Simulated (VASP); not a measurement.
# BiTe (Pm-3m) in VASP: further runs

Runs on BiTe. Level: PBE. Tasks: single point.

All numbers are computed with VASP 6.6.1; they aren't measurements. Logs are shortened: lines on timing, memory, paths and dates and some standing lists are left out, and cuts for length are marked.

### Step 1. The cell of the first run

The structure is cubic, space group Pm-3m (No. 221). The conventional cell has a = 3.856 Å, b = 3.856 Å, c = 3.856 Å, α = 90.00°, β = 90.00°, γ = 90.00°. Within 4.4 Å of Bi (site symmetry m-3m) lie 8 Te at 3.34 Å and 6 Bi at 3.86 Å. Te (site symmetry m-3m) has 8 Bi at 3.34 Å and 6 Te at 3.86 Å within 4.4 Å.

### Step 2. Single point, PBE

Contents of INCAR:

```
SYSTEM = BiTe
PREC = Accurate
ENCUT = 520
EDIFF = 1E-7
ISMEAR = 0
SIGMA = 0.05
LREAL = .False.
LASPH = .True.
NELM = 80
ALGO = Normal
ISIF = 2
LWAVE = .False.
LCHARG = .False.
GGA = PE
NBANDS = 18
```

Contents of KPOINTS:

```
regular mesh
0
Gamma
  10 10 10
  0 0 0
```

Contents of POSCAR:

```
BiTe
1.0
    3.8561096812      0.0000000000      0.0000000000
    0.0000000000      3.8561096812      0.0000000000
    0.0000000000      0.0000000000      3.8561096812
Bi Te
1 1
Direct
    0.0000000000      0.0000000000      0.0000000000
    0.5000000000      0.5000000000      0.5000000000
```

Potentials or basis: VASP PAW PBE potentials, release 64 (Bi_d, Te).

Run with:

```console
> cat potpaw_PBE.64/Bi_d/POTCAR potpaw_PBE.64/Te/POTCAR > POTCAR
> mpirun -np 1 vasp_std > vasp.out
```

OUTCAR:

```text
SYSTEM = BiTe
   PREC = Accurate
   ENCUT = 520
   EDIFF = 1E-7
   ISMEAR = 0
   LREAL = .False.
   LASPH = .True.
   NELM = 80
   ISIF = 2
   GGA = PE

 ion  position               nearest neighbor table
   1  0.000  0.000  0.000-   2 3.34   2 3.34   2 3.34   2 3.34   2 3.34   2 3.34   2 3.34   2 3.34

   2  0.500  0.500  0.500-   1 3.34   1 3.34   1 3.34   1 3.34   1 3.34   1 3.34   1 3.34   1 3.34

  LATTYP: Found a simple cubic cell.
 ALAT       =     3.8561096812

  Lattice vectors:

 A1 = (   3.8561096812,   0.0000000000,   0.0000000000)
 A2 = (   0.0000000000,   3.8561096812,   0.0000000000)
 A3 = (   0.0000000000,   0.0000000000,   3.8561096812)

Analysis of symmetry for initial positions (statically):
=====================================================================
 Subroutine PRICEL returns:
 Original cell was already a primitive cell.

 Routine SETGRP: Setting up the symmetry group for a
 simple cubic supercell.

 Subroutine GETGRP returns: Found 48 space group operations
 (whereof 48 operations were pure point group operations)
 out of a pool of 48 trial point group operations.

The static configuration has the point symmetry O_h .

Analysis of symmetry for dynamics (positions and initial velocities):
=====================================================================
 Subroutine PRICEL returns:
 Original cell was already a primitive cell.

 Routine SETGRP: Setting up the symmetry group for a
 simple cubic supercell.

 Subroutine GETGRP returns: Found 48 space group operations
 (whereof 48 operations were pure point group operations)
 out of a pool of 48 trial point group operations.

The dynamic configuration has the point symmetry O_h .

 Subroutine INISYM returns: Found 48 space group operations
 (whereof 48 operations are pure point group operations),
 and found     1 'primitive' translations

----------------------------------------------------------------------------------------

                                     Primitive cell

  volume of cell :      57.3387

  direct lattice vectors                    reciprocal lattice vectors
     3.856109681  0.000000000  0.000000000     0.259328723  0.000000000  0.000000000
     0.000000000  3.856109681  0.000000000     0.000000000  0.259328723  0.000000000
     0.000000000  0.000000000  3.856109681     0.000000000  0.000000000  0.259328723

  length of vectors
     3.856109681  3.856109681  3.856109681     0.259328723  0.259328723  0.259328723

  position of ions in fractional coordinates (direct lattice)
     0.000000000  0.000000000  0.000000000
     0.500000000  0.500000000  0.500000000

  ion indices of the primitive-cell ions
   primitive index   ion index
                 1           1
                 2           2

----------------------------------------------------------------------------------------

 KPOINTS: regular mesh

Automatic generation of k-mesh.
 Grid dimensions read from file:
 generate k-points for:   10   10   10

 Generating k-lattice:

  Cartesian coordinates                     Fractional coordinates (reciprocal lattice)
     0.025932872  0.000000000  0.000000000     0.100000000  0.000000000  0.000000000
     0.000000000  0.025932872  0.000000000     0.000000000  0.100000000  0.000000000
     0.000000000  0.000000000  0.025932872     0.000000000  0.000000000  0.100000000

  Length of vectors
     0.025932872  0.025932872  0.025932872

  Shift w.r.t. Gamma in fractional coordinates (k-lattice)
     0.000000000  0.000000000  0.000000000

 Subroutine IBZKPT returns following result:
 ===========================================

 Found     56 irreducible k-points:

 Following reciprocal coordinates:
            Coordinates               Weight
  0.000000  0.000000  0.000000      1.000000
  0.100000  0.000000  0.000000      6.000000
  0.200000  0.000000  0.000000      6.000000
  0.300000  0.000000  0.000000      6.000000
  0.400000  0.000000  0.000000      6.000000
  0.500000  0.000000  0.000000      3.000000
[... 16 lines left out ...]
  0.200000  0.100000  0.100000     24.000000
  0.300000  0.100000  0.100000     24.000000
 [... further k-points ...]
   k-points           NKPTS =     56   k-points in BZ     NKDIM =     56   number of bands    NBANDS=     18
   number of dos      NEDOS =    301   number of ions     NIONS =      2
   total plane-waves  NPLWV =  27000
   dimension x,y,z NGX =    30 NGY =   30 NGZ =   30
   dimension x,y,z NGXF=    60 NGYF=   60 NGZF=   60
   ions per type =               1   1
   NGX,Y,Z   is equivalent  to a cutoff of  12.93, 12.93, 12.93 a.u.
   NGXF,Y,Z  is equivalent  to a cutoff of  25.87, 25.87, 25.87 a.u.
 SYSTEM =  BiTe
   PREC   = accura    normal or accurate (medium, high low for compatibility)
   ISTART =      0    job   : 0-new  1-cont  2-samecut
   ICHARG =      2    charge: 1-file 2-atom 10-const
   ISPIN  =      1    spin polarized calculation?
   LNONCOLLINEAR =      F non collinear calculations
   LSORBIT =      F    spin-orbit coupling
   LASPH  =      T    aspherical Exc in radial PAW
   ENCUT  =  520.0 eV  38.22 Ry    6.18 a.u.   7.17  7.17  7.17*2*pi/ulx,y,z
   NELM   =     80;   NELMIN=  2; NELMDL= -5     # of ELM steps
   EDIFF  = 0.1E-06   stopping-criterion for ELM
   LREAL  =      F    real-space projection
   EDIFFG = 0.1E-05   stopping-criterion for IOM
   NSW    =      0    number of steps for IOM
   IBRION =     -1    ionic relax: 0-MD 1-quasi-New 2-CG
   NFREE  =      0    steps in history (QN), initial steepest desc. (CG)
   ISIF   =      2    stress and relaxation
   ISYM   =      2    0-nonsym 1-usesym 2-fastsym
   POTIM  = 0.5000    time-step for ionic-motion
   TEBEG  =    0.0;   TEEND  =   0.0 temperature during run
   PSTRESS=    0.0 pullay stress
   NELECT =      21.0000    total number of electrons
   NUPDOWN=      -1.0000    fix difference up-down
   EMIN   =  10.00;   EMAX   =-10.00  energy-range for DOS
   EFERMI =   0.00;   METHOD = LEGACY
   ISMEAR =     0;   SIGMA  =   0.05  broadening in eV -4-tet -1-fermi 0-gaus
   EFERMI_NEDOS =   21; number of points for ismear=-14 and -15
   IALGO  =     38    algorithm
   IMIX   =      4    mixing-type and parameters
     AMIX     =   0.40;   BMIX     =  1.00
     AMIX_MAG =   1.60;   BMIX_MAG =  1.00
  volume/ion in A,a.u.               =      28.67       193.47
  Fermi-wavevector in a.u.,A,eV,Ry     =   1.171292  2.213421 18.666176  1.371925
  Thomas-Fermi vector in A             =   2.307738
   LORBIT       =      0    0 simple, 1 ext, 2 COOP (PROOUT), +10 PAW based schemes
   GGA     = PE    functional components
   LHFCALC =     F    Hartree Fock is set to
   AEXX    =    0.0000 exact exchange contribution
   IVDW    =     0    specifies the selected vdW correction
   LEPSILON=     F    determine dielectric tensor
   LRPA    =     F    only Hartree local field effects (RPA)
 non-spin polarized calculation
 Gauss-broadening in eV      SIGMA  =   0.05
  energy-cutoff  :      520.00
  volume of cell :       57.34
 maximum number of plane-waves:      1568
 NGX is ok and might be reduce to    30
   NGX = 15   NGY = 15   NGZ = 15

 number of electron      20.9999991 magnetization

 Free energy of the ion-electron system (eV)
  ---------------------------------------------------
  ext. energy  EPLUGINS =         0.00000000
  ---------------------------------------------------
  free energy    TOTEN  =        -6.91543245 eV

  energy without entropy =       -6.91462103  energy(sigma->0) =       -6.91502674

 E-fermi :   8.5524     XC(G=0): -10.3566

 val. band max:        8.5113886055   @ k =   0.5000   0.4000   0.3000
 cond. band min:       8.5736253097   @ k =   0.3000   0.3000   0.3000
 fundamental gap:      0.0622367042
 Fermi energy:         8.5524187349

 k-point     1 :       0.0000    0.0000    0.0000
  band No.  band energies     occupation
      1     -14.8867      2.00000
      2     -14.8867      2.00000
      3     -14.8284      2.00000
      4     -14.8284      2.00000
      5     -14.8284      2.00000
      6      -5.5631      2.00000
[... 10 lines left out ...]
     17      19.1453      0.00000
     18      19.1453      0.00000

 k-point     2 :       0.1000    0.0000    0.0000
  band No.  band energies     occupation
      1     -14.8865      2.00000
      2     -14.8816      2.00000
      3     -14.8300      2.00000
      4     -14.8300      2.00000
      5     -14.8283      2.00000
      6      -5.4677      2.00000
[... 10 lines left out ...]
     17      18.5254      0.00000
     18      18.5254      0.00000

 k-point     3 :       0.2000    0.0000    0.0000
  band No.  band energies     occupation
      1     -14.8859      2.00000
      2     -14.8686      2.00000
      3     -14.8342      2.00000
      4     -14.8342      2.00000
      5     -14.8280      2.00000
      6      -5.1830      2.00000
[... 10 lines left out ...]
     17      18.3303      0.00000
     18      18.3303      0.00000

 k-point     4 :       0.3000    0.0000    0.0000
  band No.  band energies     occupation
      1     -14.8853      2.00000
      2     -14.8525      2.00000
      3     -14.8394      2.00000
      4     -14.8394      2.00000
      5     -14.8276      2.00000
      6      -4.7152      2.00000
[... 375 lines left out ...]
      4     -14.8314      2.00000
      5     -14.8314      2.00000
      6      -5.2780      2.00000
[... 10 lines left out ...]
     17      17.6285      0.00000
     18      18.8522      0.00000

 k-point    23 :       0.2000    0.1000    0.1000
  band No.  band energies     occupation
      1     -14.8784      2.00000
      2     -14.8658      2.00000
      3     -14.8361      2.00000
      4     -14.8356      2.00000
      5     -14.8311      2.00000
      6      -4.9963      2.00000
[... 10 lines left out ...]
     17      17.2765      0.00000
     18      19.0256      0.00000

 k-point    24 :       0.3000    0.1000    0.1000
  band No.  band energies     occupation
      1     -14.8778      2.00000
      2     -14.8496      2.00000
      3     -14.8415      2.00000
      4     -14.8410      2.00000
      5     -14.8306      2.00000
      6      -4.5346      2.00000
[... 10 lines left out ...]
     17      16.6566      0.00000
     18      18.9296      0.00000

 [... further k-points ...]
[... 5 lines left out ...]
  --------------------------------------------------------------------------------------
  -------------------------------------------------------------------------------------
  Total        0.9726452      0.9726452      0.9726452      0.0000000      0.0000000     -0.0000000
  in kB       27.1779629     27.1779629     27.1779629      0.0000000      0.0000000     -0.0000000
  external PRESSURE =      27.1779629 kB  Pullay stress =       0.0000000 kB

 VOLUME and BASIS-vectors are now :
 -----------------------------------------------------------------------------
  energy-cutoff  :      520.00
  volume of cell :       57.34
      direct lattice vectors                 reciprocal lattice vectors
     3.856109681  0.000000000  0.000000000     0.259328723  0.000000000  0.000000000
     0.000000000  3.856109681  0.000000000     0.000000000  0.259328723  0.000000000
     0.000000000  0.000000000  3.856109681     0.000000000  0.000000000  0.259328723

 POSITION                                       TOTAL-FORCE (eV/Angst)
 -----------------------------------------------------------------------------------
      0.00000      0.00000      0.00000         0.000000      0.000000      0.000000
      1.92805      1.92805      1.92805         0.000000      0.000000      0.000000
 -----------------------------------------------------------------------------------
    total drift:                                0.000000     -0.000000     -0.000000

  FREE ENERGIE OF THE ION-ELECTRON SYSTEM (eV)
  ---------------------------------------------------
  free  energy   TOTEN  =        -6.9154324524 eV

  energy  without entropy=       -6.9146210268  energy(sigma->0) =       -6.91502674
```

Wall time 20 s (1 thread of Intel Xeon 6975P-C (Granite Rapids), shared host); peak memory 0.2 GiB.

Results:

```
Free energy : -6.9154 eV
Pressure    : 2.7 GPa
```

Levels at points of the mesh, in eV from the Fermi level:
| k point | band 7 | band 8 | band 9 | band 10 | band 11 | band 12 | band 13 | band 14 |
| --- | --- | --- | --- | --- | --- | --- | --- | --- |
| (0.00, 0.00, 0.00) | -8.52 | -2.70 | -2.70 | -2.70 | 2.99 | 2.99 | 4.27 | 4.27 |
| (0.50, 0.00, 0.00) | -11.84 | -1.84 | -1.09 | -0.74 | -0.74 | 0.66 | 0.66 | 4.62 |
| (0.50, 0.50, 0.00) | -10.82 | -5.90 | -5.90 | -0.22 | 1.75 | 2.74 | 2.74 | 5.53 |
| (0.50, 0.50, 0.50) | -10.12 | -3.48 | -3.48 | -3.48 | -2.81 | -2.81 | -2.81 | 13.92 |

Caveat: spin-orbit coupling is left out, which moves the levels of the heavy elements.

### Step 3. Single point, PBE (volume scaled by 0.960)

Contents of INCAR:

```
PREC = Accurate
ENCUT = 520
EDIFF = 1E-6
ISMEAR = 0
SIGMA = 0.05
LREAL = False
LASPH = True
NELM = 60
ALGO = Normal
ISIF = 2
LWAVE = False
LCHARG = True
GGA = PE
LELF = True
LVHAR = True
NBANDS = 18
```

Contents of KPOINTS:

```
regular mesh
0
Gamma
  10 10 10
```

Contents of POSCAR:

```
BiTe
1.0
    3.8604168546      0.0000000000      0.0000000000
    0.0000000000      3.8604168546      0.0000000000
    0.0000000000      0.0000000000      3.8604168546
Bi Te
1 1
Direct
    0.0000000000      0.0000000000      0.0000000000
    0.5000000000      0.5000000000      0.5000000000
```

Potentials or basis: VASP PAW PBE potentials, release 64 (Bi_d, Te).

Run with:

```console
> cat potpaw_PBE.64/Bi_d/POTCAR potpaw_PBE.64/Te/POTCAR > POTCAR
> mpirun -np 1 vasp_std > vasp.out
```

It took 20 s on 1 thread of Intel Xeon 6975P-C (Granite Rapids), shared host; peak memory 0.2 GiB.

Results (log left out):

```
Free energy : -6.9186 eV
Pressure    : 2.5 GPa
```

Levels at points of the mesh, in eV from the Fermi level:
| k point | band 8 | band 9 | band 10 | band 11 | band 12 | band 13 |
| --- | --- | --- | --- | --- | --- | --- |
| (0.00, 0.00, 0.00) | -2.70 | -2.70 | -2.70 | 3.00 | 3.00 | 4.24 |
| (0.50, 0.00, 0.00) | -1.85 | -1.09 | -0.74 | -0.74 | 0.65 | 0.65 |
| (0.50, 0.50, 0.00) | -5.88 | -5.88 | -0.22 | 1.74 | 2.73 | 2.73 |
| (0.50, 0.50, 0.50) | -3.47 | -3.47 | -3.47 | -2.80 | -2.80 | -2.80 |

Caveat: spin-orbit coupling is left out, which moves the levels of the heavy elements.

(Part 1 of 2 ends here.)
